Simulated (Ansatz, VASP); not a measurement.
## BN: VASP beside Ansatz

```xyz
2
Lattice="0.0000 3.5639 2.2086 1.2762 0.0000 2.2086 1.2762 3.5639 0.0000" Properties=species:S:1:pos:R:3 pbc="T T T"
N     1.2762    3.5639    2.9447
B     1.2762    3.5639    0.0002
```

Alike in both runs: task single point; functional LDA; k mesh 13 × 13 × 13; occupations fermi-dirac, width 0.05 eV; no spin polarisation.

|  | VASP | Ansatz |
| --- | --- | --- |
| version | VASP 6.6.1 | Ansatz 0.2.0 |
| potentials or method | VASP PAW LDA potentials, release 64 (N, B) | Ansatz PAW |
| plane-wave cutoff (eV) | 520 | 420 |
| valence electrons in the cell | 8 | 8 |

Ansatz gave:

```
gap on the k mesh at the Fermi level (eV)                     : 3.67
least direct gap on the mesh (eV)                             : 4.38
pressure (GPa)                                                : -16.0
traceless stress, the component that is largest in VASP (GPa) : 14.76
rms of the force components (eV/Å)                            : 0.004
```

Q: Estimate VASP's values.

A: gap on the k mesh at the Fermi level (eV): 3.66; least direct gap on the mesh (eV): 4.37; pressure (GPa): -15.6; traceless stress, the component that is largest in VASP (GPa): 14.24; rms of the force components (eV/Å): 0.005.

LDA's correlation is that of Perdew and Zunger in VASP and of Perdew and Wang (1992) in Ansatz. Atom by atom the forces differ by 0.000 eV/Å (rms over components).

Noted on Ansatz's run: odd divisions of the mesh miss points on the zone boundary, where band edges often lie, so the gap on the mesh can be too wide.
